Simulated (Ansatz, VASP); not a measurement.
HfMg3: VASP beside Ansatz

The input INCAR:

```
SYSTEM = HfMg3
PREC     = Accurate       ! precision mode
ENCUT    = 520            ! plane-wave cutoff, eV
EDIFF    = 1E-6           ! SCF threshold, eV
ISMEAR   = 0              ! smearing method
SIGMA    = 0.05           ! smearing width, eV
LREAL    = .False.        ! projectors in reciprocal space
LASPH    = .True.         ! aspherical terms in the spheres
NELM     = 100            ! most SCF steps
ALGO     = Normal         ! electronic algorithm
ISIF     = 2              ! what is computed and relaxed
LWAVE    = .False.        ! write WAVECAR
LCHARG   = .False.        ! write CHGCAR
GGA      = PE             ! functional
NBANDS   = 16             ! bands
```

Contents of KPOINTS:

```
regular mesh
0
Gamma
  8 8 8
  0 0 0
```

File POSCAR:

```
HfMg3
1.0
    4.5783537609      0.0000000000      0.0000000000
    0.0000000000      4.5783537609      0.0000000000
    0.0000000000      0.0000000000      4.5783537609
Hf Mg
1 3
Direct
    0.0000000000      0.0000000000      0.0000000000
    0.0000000000      0.5000000000      0.5000000000
    0.5000000000      0.5000000000      0.0000000000
    0.5000000000      0.0000000000      0.5000000000
```

Input for Ansatz:

```yaml
crystal:
  lattice:
    - [4.5783537609, 0.0, 0.0]
    - [0.0, 4.5783537609, 0.0]
    - [0.0, 0.0, 4.5783537609]
  atoms:
    - { symbol: Hf, position: [0.0, 0.0, 0.0] }
    - { symbol: Mg, position: [0.0, 0.5, 0.5] }
    - { symbol: Mg, position: [0.5, 0.5, 0.0] }
    - { symbol: Mg, position: [0.5, 0.0, 0.5] }
basis:
  ecutwfc: 420
  ecutrho_ratio: 4
kpoints:
  mp_grid: { grid: [8, 8, 8] }
hamiltonian:
  xc: pbe
scf:
  occupations: { method: gaussian, width: 0.05 }
output:
  forces: true
  stress: true
  eigenvalues: true
```

Alike in both runs: task single point; functional PBE; k mesh 8 × 8 × 8; occupations gaussian, width 0.05 eV; no spin polarisation.

|  | VASP | Ansatz |
| --- | --- | --- |
| version | VASP 6.6.1 | Ansatz 0.2.0 |
| potentials or method | VASP PAW PBE potentials, release 64 (Hf_pv, Mg), cutoff 520 eV | scalar-relativistic, plane waves, PAW |
| valence electrons in the cell | 16 | 56 |

VASP gave:

```
gap on the k mesh at the Fermi level (eV) : none
pressure (GPa)                            : -4.6
```

Q: What did Ansatz give for the same quantities?

A: gap on the k mesh at the Fermi level (eV): none; pressure (GPa): -4.4.

A gap of «none» marks a metal or a gap that the smearing closes. VASP's potentials hold 16 valence electrons a cell and Ansatz's 56, so a difference there can come from the potentials and not from the codes.

Spin-orbit coupling is off throughout.
